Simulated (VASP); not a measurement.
# MoRh (P-6m2) in VASP: notebook, part 2 of 2

VASP 6.6.1. Earlier steps stand in the parts before.

## (5) Single point, LDA

This run uses another cell than the first one, of 14.64 Å³/atom, 1.083 times its volume.

The input, INCAR:

```
PREC = Accurate ; ENCUT = 520
EDIFF = 1E-6 ; ISMEAR = -1
SIGMA = 0.15 ; LREAL = False
LASPH = True ; NELM = 80
ALGO = Normal ; ISIF = 2
LWAVE = False ; LCHARG = False
NBANDS = 22
```

The input, KPOINTS:

```
regular mesh
0
Gamma
  9 9 5
```

The input, POSCAR:

```
MoRh
1.0
    2.7719408557      0.0000000000      0.0000000000
   -1.3859699321      2.4005712062      0.0000000000
    0.0000000000      0.0000000000      4.4000764386
Mo Rh
1 1
Direct
    0.0000000000      0.0000000000      0.5000000000
    0.3333333333      0.6666666667      0.0000000000
```

Potentials or basis: VASP PAW LDA potentials, release 64 (Mo_sv, Rh_pv).

Run with:

```bash
$ cat potpaw_LDA.64/Mo_sv/POTCAR potpaw_LDA.64/Rh_pv/POTCAR > POTCAR
$ mpirun -np 1 vasp_std > vasp.out
```

OUTCAR:

```text
PREC = Accurate
   ENCUT = 520
   EDIFF = 1E-6
   ISMEAR = -1
   LREAL = False
   LASPH = True
   NELM = 80
   ISIF = 2

 ion  position               nearest neighbor table
   1  0.000  0.000  0.500-   2 2.72   2 2.72   2 2.72   2 2.72   2 2.72   2 2.72
   2  0.333  0.667  0.000-   1 2.72   1 2.72   1 2.72   1 2.72   1 2.72   1 2.72

  LATTYP: Found a hexagonal cell.
 ALAT       =     2.7719408557
 C/A-ratio  =     1.5873630311

  Lattice vectors:

 A1 = (   2.7719408557,   0.0000000000,   0.0000000000)
 A2 = (  -1.3859699321,   2.4005712062,   0.0000000000)
 A3 = (   0.0000000000,   0.0000000000,   4.4000764386)

Analysis of symmetry for initial positions (statically):
=====================================================================
 Subroutine PRICEL returns:
 Original cell was already a primitive cell.

 Routine SETGRP: Setting up the symmetry group for a
 hexagonal supercell.

 Subroutine GETGRP returns: Found 12 space group operations
 (whereof 12 operations were pure point group operations)
 out of a pool of 24 trial point group operations.

The static configuration has the point symmetry D_3h.

Analysis of symmetry for dynamics (positions and initial velocities):
=====================================================================
 Subroutine PRICEL returns:
 Original cell was already a primitive cell.

 Routine SETGRP: Setting up the symmetry group for a
 hexagonal supercell.

 Subroutine GETGRP returns: Found 12 space group operations
 (whereof 12 operations were pure point group operations)
 out of a pool of 24 trial point group operations.

The dynamic configuration has the point symmetry D_3h.

 Subroutine INISYM returns: Found 12 space group operations
 (whereof 12 operations are pure point group operations),
 and found     1 'primitive' translations

[... 101 lines left out ...]
   ISYM   =      2    0-nonsym 1-usesym 2-fastsym
   POTIM  = 0.5000    time-step for ionic-motion
   TEBEG  =    0.0;   TEEND  =   0.0 temperature during run
   PSTRESS=    0.0 pullay stress
   NELECT =      29.0000    total number of electrons
   NUPDOWN=      -1.0000    fix difference up-down
   EMIN   =  10.00;   EMAX   =-10.00  energy-range for DOS
   EFERMI =   0.00;   METHOD = LEGACY
   ISMEAR =    -1;   SIGMA  =   0.15  broadening in eV -4-tet -1-fermi 0-gaus
   EFERMI_NEDOS =   21; number of points for ismear=-14 and -15
   IALGO  =     38    algorithm
   IMIX   =      4    mixing-type and parameters
     AMIX     =   0.40;   BMIX     =  1.00
     AMIX_MAG =   1.60;   BMIX_MAG =  1.00
  volume/ion in A,a.u.               =      14.64        98.79
  Fermi-wavevector in a.u.,A,eV,Ry     =   1.631879  3.083804 36.232702  2.663028
  Thomas-Fermi vector in A             =   2.723942
   LORBIT       =      0    0 simple, 1 ext, 2 COOP (PROOUT), +10 PAW based schemes
   GGA     = CA    functional components
   LHFCALC =     F    Hartree Fock is set to
   AEXX    =    0.0000 exact exchange contribution
   IVDW    =     0    specifies the selected vdW correction
   LEPSILON=     F    determine dielectric tensor
   LRPA    =     F    only Hartree local field effects (RPA)
 non-spin polarized calculation
  energy-cutoff  :      520.00
  volume of cell :       29.28
 maximum number of plane-waves:       796
 NGX is ok and might be reduce to    24
   NGX = 11   NGY = 11   NGZ = 17

 number of electron      29.0000002 magnetization

 Free energy of the ion-electron system (eV)
  ---------------------------------------------------
  ext. energy  EPLUGINS =         0.00000000
  ---------------------------------------------------
  free energy    TOTEN  =       -21.09280731 eV

  energy without entropy =      -20.95463139  energy(sigma->0) =      -21.02371935

 E-fermi :  12.0430     XC(G=0): -13.9635

 val. band max:       11.9688522068   @ k =   0.3333   0.1111   0.4000
 cond. band min:      12.0794594393   @ k =   0.1111   0.1111   0.2000
 fundamental gap:      0.1106072325
 Fermi energy:        12.0429772406

 k-point     1 :       0.0000    0.0000    0.0000
  band No.  band energies     occupation
      1     -48.5740      2.00000
      2     -34.4947      2.00000
      3     -34.1194      2.00000
      4     -34.1194      2.00000
      5     -22.8962      2.00000
      6     -22.1456      2.00000
[... 589 lines left out ...]
     21      24.8419      0.00000
     22      25.2984      0.00000

 [... further k-points ...]
[... 5 lines left out ...]
  --------------------------------------------------------------------------------------
  -------------------------------------------------------------------------------------
  Total       -2.0592787     -2.0592787     -1.6053493     -0.0000004      0.0000000     -0.0000000
  in kB     -112.6852147   -112.6852154    -87.8458702     -0.0000233      0.0000000     -0.0000000
  external PRESSURE =    -104.4054335 kB  Pullay stress =       0.0000000 kB

 VOLUME and BASIS-vectors are now :
 -----------------------------------------------------------------------------
  energy-cutoff  :      520.00
  volume of cell :       29.28
      direct lattice vectors                 reciprocal lattice vectors
     2.771940856  0.000000000  0.000000000     0.360758058  0.208283687  0.000000000
    -1.385969932  2.400571206  0.000000000     0.000000000  0.416567523  0.000000000
     0.000000000  0.000000000  4.400076439     0.000000000  0.000000000  0.227268779

 POSITION                                       TOTAL-FORCE (eV/Angst)
 -----------------------------------------------------------------------------------
      0.00000      0.00000      2.20004         0.000000      0.000000      0.000000
      0.00000      1.60038      0.00000        -0.000000      0.000000      0.000000
 -----------------------------------------------------------------------------------
    total drift:                                0.000002     -0.000000     -0.000000

  FREE ENERGIE OF THE ION-ELECTRON SYSTEM (eV)
  ---------------------------------------------------
  free  energy   TOTEN  =       -21.0928073135 eV

  energy  without entropy=      -20.9546313915  energy(sigma->0) =      -21.02371935
```

OSZICAR:

```text
N       E                     dE             d eps       ncg     rms          rms(c)
DAV:   1     0.324293573320E+03    0.32429E+03   -0.17909E+04  1584   0.143E+03
DAV:   2    -0.150046131882E+02   -0.33930E+03   -0.32922E+03  1668   0.466E+02
DAV:   3    -0.223626602370E+02   -0.73580E+01   -0.72831E+01  1824   0.758E+01
DAV:   4    -0.224045957457E+02   -0.41936E-01   -0.41923E-01  1764   0.582E+00
DAV:   5    -0.224050912253E+02   -0.49548E-03   -0.49548E-03  1872   0.643E-01    0.183E+01
DAV:   6    -0.214617278805E+02    0.94336E+00   -0.46953E+00  1806   0.176E+01    0.698E+00
DAV:   7    -0.217806887527E+02   -0.31896E+00   -0.76924E+00  1860   0.155E+01    0.685E+00
DAV:   8    -0.211000075902E+02    0.68068E+00   -0.31498E+00  1848   0.103E+01    0.884E-01
DAV:   9    -0.210938427608E+02    0.61648E-02   -0.26771E-02  1734   0.128E+00    0.466E-01
DAV:  10    -0.210928191947E+02    0.10236E-02   -0.15472E-03  1872   0.382E-01    0.952E-02
DAV:  11    -0.210928087637E+02    0.10431E-04   -0.18255E-04  1784   0.909E-02    0.188E-02
DAV:  12    -0.210928072520E+02    0.15117E-05   -0.13034E-05  1842   0.306E-02    0.653E-03
DAV:  13    -0.210928073135E+02   -0.61469E-07   -0.37859E-07  1020   0.469E-03
   1 F= -.21092807E+02 E0= -.21023719E+02  d E =-.138176E+00
```

stdout:

```text
POSCAR found type information on POSCAR MoRh
 POSCAR found :  2 types and       2 ions
 scaLAPACK will be used
 LDA part: xc-table for (Slater(with rela. corr.)+CA(PZ))
 , standard interpolation
 POSCAR, INCAR and KPOINTS ok, starting setup
 FFT: planning ... GRIDC
 FFT: planning ... GRID_SOFT
 FFT: planning ... GRID
 WAVECAR not read
 entering main loop
```

Run time: 34 s. Hardware: 1 thread of Intel Xeon 8259CL, shared host; peak memory 0.15 GiB.

What came out:

* Free energy: -21.0928 eV
* Pressure: -10.4 GPa

Stress tensor (GPa, compression positive):
```
-11.27   0.00   0.00
  0.00 -11.27   0.00
  0.00   0.00  -8.78
```

## (6) Single point, LDA

This run uses another cell than the first one, of 15.01 Å³/atom, 1.111 times its volume.

The input, INCAR:

```
SYSTEM = MoRh
PREC     = Accurate       ! precision mode
ENCUT    = 520            ! plane-wave cutoff, eV
EDIFF    = 1E-7           ! SCF threshold, eV
ISMEAR   = -1             ! smearing method
SIGMA    = 0.15           ! smearing width, eV
LREAL    = .FALSE.        ! projectors in reciprocal space
LASPH    = .TRUE.         ! aspherical terms in the spheres
NELM     = 80             ! most SCF steps
ALGO     = Normal         ! electronic algorithm
ISIF     = 2              ! what is computed and relaxed
LWAVE    = .FALSE.        ! write WAVECAR
LCHARG   = .TRUE.         ! write CHGCAR
LELF     = .TRUE.         ! ELF
LVHAR    = .TRUE.       
NBANDS   = 22             ! bands
```

The input, KPOINTS:

```
Automatic mesh
0
G
  9 9 5
  0 0 0
```

The input, POSCAR:

```
MoRh
1.0
    2.7954330000      0.0000000000      0.0000000000
   -1.3977160000      2.4209160000      0.0000000000
    0.0000000000      0.0000000000      4.4373670000
Mo Rh
1 1
Direct
    0.0000000000      0.0000000000      0.5000000000
    0.3333333333      0.6666666667      0.0000000000
```

Potentials or basis: VASP PAW LDA potentials, release 64 (Mo_sv, Rh_pv).

Run with:

```bash
$ cat potpaw_LDA.64/Mo_sv/POTCAR potpaw_LDA.64/Rh_pv/POTCAR > POTCAR
$ mpirun -np 1 vasp_std > vasp.out
```

OUTCAR:

```text
SYSTEM = MoRh
   PREC = Accurate
   ENCUT = 520
   EDIFF = 1E-7
   ISMEAR = -1
   LREAL = .FALSE.
   LASPH = .TRUE.
   NELM = 80
   ISIF = 2

 ion  position               nearest neighbor table
   1  0.000  0.000  0.500-   2 2.74   2 2.74   2 2.74   2 2.74   2 2.74   2 2.74
   2  0.333  0.667  0.000-   1 2.74   1 2.74   1 2.74   1 2.74   1 2.74   1 2.74

  LATTYP: Found a hexagonal cell.
 ALAT       =     2.7954330000
 C/A-ratio  =     1.5873630311

  Lattice vectors:

 A1 = (   2.7954330000,   0.0000000000,   0.0000000000)
 A2 = (  -1.3977160000,   2.4209160000,   0.0000000000)
 A3 = (   0.0000000000,   0.0000000000,   4.4373670000)

Analysis of symmetry for initial positions (statically):
=====================================================================
 Subroutine PRICEL returns:
 Original cell was already a primitive cell.

 Routine SETGRP: Setting up the symmetry group for a
 hexagonal supercell.

 Subroutine GETGRP returns: Found 12 space group operations
 (whereof 12 operations were pure point group operations)
 out of a pool of 24 trial point group operations.

The static configuration has the point symmetry D_3h.

Analysis of symmetry for dynamics (positions and initial velocities):
=====================================================================
 Subroutine PRICEL returns:
 Original cell was already a primitive cell.

 Routine SETGRP: Setting up the symmetry group for a
 hexagonal supercell.

 Subroutine GETGRP returns: Found 12 space group operations
 (whereof 12 operations were pure point group operations)
 out of a pool of 24 trial point group operations.

The dynamic configuration has the point symmetry D_3h.

 Subroutine INISYM returns: Found 12 space group operations
 (whereof 12 operations are pure point group operations),
 and found     1 'primitive' translations

----------------------------------------------------------------------------------------

                                     Primitive cell

  volume of cell :      30.0299

  direct lattice vectors                    reciprocal lattice vectors
     2.795433000  0.000000000  0.000000000     0.357726334  0.206533321  0.000000000
    -1.397716000  2.420916000  0.000000000     0.000000000  0.413066790  0.000000000
     0.000000000  0.000000000  4.437367000     0.000000000  0.000000000  0.225358867

  length of vectors
     2.795433000  2.795432756  4.437367000     0.413066754  0.413066790  0.225358867

  position of ions in fractional coordinates (direct lattice)
     0.000000000  0.000000000  0.500000000
     0.333333333  0.666666667  0.000000000

  ion indices of the primitive-cell ions
   primitive index   ion index
                 1           1
                 2           2

----------------------------------------------------------------------------------------

 KPOINTS: Automatic mesh

Automatic generation of k-mesh.
 Grid dimensions read from file:
 generate k-points for:    9    9    5

 Generating k-lattice:

  Cartesian coordinates                     Fractional coordinates (reciprocal lattice)
     0.039747370  0.022948147  0.000000000     0.111111111  0.000000000  0.000000000
     0.000000000  0.045896310  0.000000000     0.000000000  0.111111111  0.000000000
     0.000000000  0.000000000  0.045071773     0.000000000  0.000000000  0.200000000

  Length of vectors
     0.045896306  0.045896310  0.045071773

  Shift w.r.t. Gamma in fractional coordinates (k-lattice)
     0.000000000  0.000000000  0.000000000

 Subroutine IBZKPT returns following result:
 ===========================================

 Found     36 irreducible k-points:

 Following reciprocal coordinates:
            Coordinates               Weight
  0.000000  0.000000  0.000000      1.000000
  0.111111 -0.000000  0.000000      6.000000
  0.222222  0.000000  0.000000      6.000000
  0.333333  0.000000  0.000000      6.000000
  0.444444  0.000000  0.000000      6.000000
  0.111111  0.111111  0.000000      6.000000
[... 16 lines left out ...]
  0.333333  0.222222  0.200000     24.000000
  0.333333  0.333333  0.200000      4.000000
 [... further k-points ...]
   k-points           NKPTS =     36   k-points in BZ     NKDIM =     36   number of bands    NBANDS=     22
   number of dos      NEDOS =    301   number of ions     NIONS =      2
   total plane-waves  NPLWV =  20736
   dimension x,y,z NGX =    24 NGY =   24 NGZ =   36
   dimension x,y,z NGXF=    48 NGYF=   48 NGZF=   72
   ions per type =               1   1
   NGX,Y,Z   is equivalent  to a cutoff of  14.27, 14.27, 13.49 a.u.
   NGXF,Y,Z  is equivalent  to a cutoff of  28.55, 28.55, 26.97 a.u.
 SYSTEM =  MoRh
   PREC   = accura    normal or accurate (medium, high low for compatibility)
   ISTART =      0    job   : 0-new  1-cont  2-samecut
   ICHARG =      2    charge: 1-file 2-atom 10-const
   ISPIN  =      1    spin polarized calculation?
   LNONCOLLINEAR =      F non collinear calculations
   LSORBIT =      F    spin-orbit coupling
   LASPH  =      T    aspherical Exc in radial PAW
   ENCUT  =  520.0 eV  38.22 Ry    6.18 a.u.   5.20  5.20  8.25*2*pi/ulx,y,z
   NELM   =     80;   NELMIN=  2; NELMDL= -5     # of ELM steps
   EDIFF  = 0.1E-06   stopping-criterion for ELM
   LREAL  =      F    real-space projection
   EDIFFG = 0.1E-05   stopping-criterion for IOM
   NSW    =      0    number of steps for IOM
   IBRION =     -1    ionic relax: 0-MD 1-quasi-New 2-CG
   NFREE  =      0    steps in history (QN), initial steepest desc. (CG)
   ISIF   =      2    stress and relaxation
   ISYM   =      2    0-nonsym 1-usesym 2-fastsym
   POTIM  = 0.5000    time-step for ionic-motion
   TEBEG  =    0.0;   TEEND  =   0.0 temperature during run
   PSTRESS=    0.0 pullay stress
   NELECT =      29.0000    total number of electrons
   NUPDOWN=      -1.0000    fix difference up-down
   EMIN   =  10.00;   EMAX   =-10.00  energy-range for DOS
   EFERMI =   0.00;   METHOD = LEGACY
   ISMEAR =    -1;   SIGMA  =   0.15  broadening in eV -4-tet -1-fermi 0-gaus
   EFERMI_NEDOS =   21; number of points for ismear=-14 and -15
   IALGO  =     38    algorithm
   IMIX   =      4    mixing-type and parameters
     AMIX     =   0.40;   BMIX     =  1.00
     AMIX_MAG =   1.60;   BMIX_MAG =  1.00
  volume/ion in A,a.u.               =      15.01       101.33
  Fermi-wavevector in a.u.,A,eV,Ry     =   1.618165  3.057888 35.626279  2.618458
  Thomas-Fermi vector in A             =   2.712472
   LORBIT       =      0    0 simple, 1 ext, 2 COOP (PROOUT), +10 PAW based schemes
   GGA     = CA    functional components
   LHFCALC =     F    Hartree Fock is set to
   AEXX    =    0.0000 exact exchange contribution
   IVDW    =     0    specifies the selected vdW correction
   LEPSILON=     F    determine dielectric tensor
   LRPA    =     F    only Hartree local field effects (RPA)
 non-spin polarized calculation
  energy-cutoff  :      520.00
  volume of cell :       30.03
 maximum number of plane-waves:       825
 NGX is ok and might be reduce to    24
   NGX = 11   NGY = 11   NGZ = 17

 number of electron      29.0000001 magnetization

 Free energy of the ion-electron system (eV)
  ---------------------------------------------------
  ext. energy  EPLUGINS =         0.00000000
  ---------------------------------------------------
  free energy    TOTEN  =       -21.02999418 eV

  energy without entropy =      -20.88611561  energy(sigma->0) =      -20.95805490

 E-fermi :  11.6125     XC(G=0): -13.8132

 val. band max:       11.5454964441   @ k =   0.3333   0.1111   0.4000
 cond. band min:      11.6551087523   @ k =   0.1111   0.1111   0.2000
 fundamental gap:      0.1096123082
 Fermi energy:        11.6125033166

 k-point     1 :       0.0000    0.0000    0.0000
  band No.  band energies     occupation
      1     -49.0151      2.00000
      2     -34.8538      2.00000
      3     -34.5045      2.00000
      4     -34.5045      2.00000
      5     -23.3311      2.00000
      6     -22.6280      2.00000
[... 14 lines left out ...]
     21      25.5751      0.00000
     22      28.2318      0.00000

 k-point     2 :       0.1111   -0.0000    0.0000
  band No.  band energies     occupation
      1     -48.9950      2.00000
      2     -34.8464      2.00000
      3     -34.5500      2.00000
      4     -34.5155      2.00000
      5     -23.3148      2.00000
      6     -22.7657      2.00000
[... 14 lines left out ...]
     21      26.3994      0.00000
     22      28.7068      0.00000
[... 523 lines left out ...]
     21      22.3678      0.00000
     22      24.4610      0.00000

 k-point    24 :       0.3333    0.3333    0.2000
  band No.  band energies     occupation
      1     -48.8181      2.00000
      2     -34.7837      2.00000
      3     -34.7756      2.00000
      4     -34.7725      2.00000
      5     -23.4164      2.00000
      6     -23.4086      2.00000
[... 14 lines left out ...]
     21      24.1164      0.00000
     22      24.5722      0.00000

 [... further k-points ...]
[... 5 lines left out ...]
  --------------------------------------------------------------------------------------
  -------------------------------------------------------------------------------------
  Total       -3.1916067     -3.1916067     -2.8557061     -0.0000007     -0.0000000      0.0000000
  in kB     -170.2808438   -170.2808449   -152.3596394     -0.0000352     -0.0000000      0.0000000
  external PRESSURE =    -164.3071094 kB  Pullay stress =       0.0000000 kB

 VOLUME and BASIS-vectors are now :
 -----------------------------------------------------------------------------
  energy-cutoff  :      520.00
  volume of cell :       30.03
      direct lattice vectors                 reciprocal lattice vectors
     2.795433000  0.000000000  0.000000000     0.357726334  0.206533321  0.000000000
    -1.397716000  2.420916000  0.000000000     0.000000000  0.413066790  0.000000000
     0.000000000  0.000000000  4.437367000     0.000000000  0.000000000  0.225358867

 POSITION                                       TOTAL-FORCE (eV/Angst)
 -----------------------------------------------------------------------------------
      0.00000      0.00000      2.21868        -0.000000      0.000000      0.000000
      0.00000      1.61394      0.00000         0.000000      0.000000      0.000000
 -----------------------------------------------------------------------------------
    total drift:                                0.000002     -0.000000     -0.000000

  FREE ENERGIE OF THE ION-ELECTRON SYSTEM (eV)
  ---------------------------------------------------
  free  energy   TOTEN  =       -21.0299941840 eV

  energy  without entropy=      -20.8861156074  energy(sigma->0) =      -20.95805490
```

Wall time 39 s (1 thread of Intel Xeon 8259CL, shared host); peak memory 0.15 GiB.

Results:

```
Free energy : -21.0300 eV
Pressure    : -16.4 GPa
```

Stress tensor (GPa, compression positive):
```
-17.03   0.00   0.00
  0.00 -17.03   0.00
  0.00   0.00 -15.24
```

Levels at points of the mesh, in eV from the Fermi level:
```csv
k point,band 11,band 12,band 13,band 14,band 15,band 16,band 17,band 18,band 19,band 20
"(0.00, 0.00, 0.00)",-2.55,-1.83,-1.41,-1.41,-0.54,-0.54,1.37,2.44,2.44,9.98
```

## (7) The runs side by side

| cell | gap on the mesh (eV) | pressure (GPa) |
| --- | --- | --- |
| a = 2.699, b = 2.699, c = 4.284 Å, angles 90.0, 90.0, 120.0°, 2 atoms | none | 13.9 |
| a = 2.724, b = 2.724, c = 4.324 Å, angles 90.0, 90.0, 120.0°, 2 atoms | none | 4.5 |
| a = 2.748, b = 2.748, c = 4.362 Å, angles 90.0, 90.0, 120.0°, 2 atoms | none | -3.5 |
| a = 2.772, b = 2.772, c = 4.400 Å, angles 90.0, 90.0, 120.0°, 2 atoms | none | -10.4 |
| a = 2.795, b = 2.795, c = 4.437 Å, angles 90.0, 90.0, 120.0°, 2 atoms | none | -16.4 |

Alike in all rows: task single point; level LDA; potentials or basis VASP PAW LDA potentials, release 64 (Mo_sv, Rh_pv); no spin polarisation; k mesh 9 × 9 × 5; cutoff (eV) 520; smearing fermi-dirac 0.15 eV.

Absolute energies hang on the potentials; compare differences alone.
